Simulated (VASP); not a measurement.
Set up this calculation in VASP 6.6.1, as the native input.

```
Task                   : single point
Functional             : LDA
Potentials or basis    : VASP PAW LDA potentials, release 64 (Hf_pv, C)
Cutoff                 : 600 eV
k mesh                 : 10 × 10 × 10
Occupations            : fermi-dirac, width 0.0816 eV
Spin                   : no spin polarisation
Dipole correction      : no
Further INCAR settings : ALGO = Normal; EDIFF = 1e-06; NBANDS = 14
```

The structure of HfC lies in POSCAR:

```
HfC
1.0
    0.0000000000      2.3250000000      2.3250000000
    2.3250000000      0.0000000000      2.3250000000
    2.3250000000      2.3250000000      0.0000000000
Hf C
1 1
Direct
    0.5000000000      0.5000000000      0.5000000000
    0.0000000000      0.0000000000      0.0000000000
```

These files were run (other wordings do the same):

INCAR

```
PREC     = Accurate       # precision mode
ENCUT    = 600            # plane-wave cutoff, eV
EDIFF    = 1E-6           # SCF threshold, eV
ISMEAR   = -1             # smearing method
SIGMA    = 0.0816         # smearing width, eV
LREAL    = False          # projectors in reciprocal space
LASPH    = True           # aspherical terms in the spheres
NELM     = 120            # most SCF steps
ALGO     = Normal         # electronic algorithm
ISIF     = 2              # what is computed and relaxed
LWAVE    = False          # write WAVECAR
LCHARG   = True           # write CHGCAR
GGA      = CA             # functional
LELF     = True           # ELF
LVHAR    = True         
NBANDS   = 14             # bands
GGA_COMPAT= False
```

KPOINTS

```
Automatic mesh
0
Gamma
  10 10 10
```

Potentials or basis: VASP PAW LDA potentials, release 64 (Hf_pv, C).

Command:

```sh
$ cat potpaw_LDA.64/Hf_pv/POTCAR potpaw_LDA.64/C/POTCAR > POTCAR
$ mpirun -np 1 vasp_std > vasp.out
```

It gave:

* Pressure: -11.7 GPa
* Band gap on the k mesh: zero (band 7 reaches 6.87 eV, above the bottom of band 8 at 5.46 eV)

Caveat: spin-orbit coupling is left out, which moves the levels of the heavy elements.

Wall time 18 s on 1 thread of Intel Xeon 6975P-C, on a shared host, peak memory 0.15 GiB.
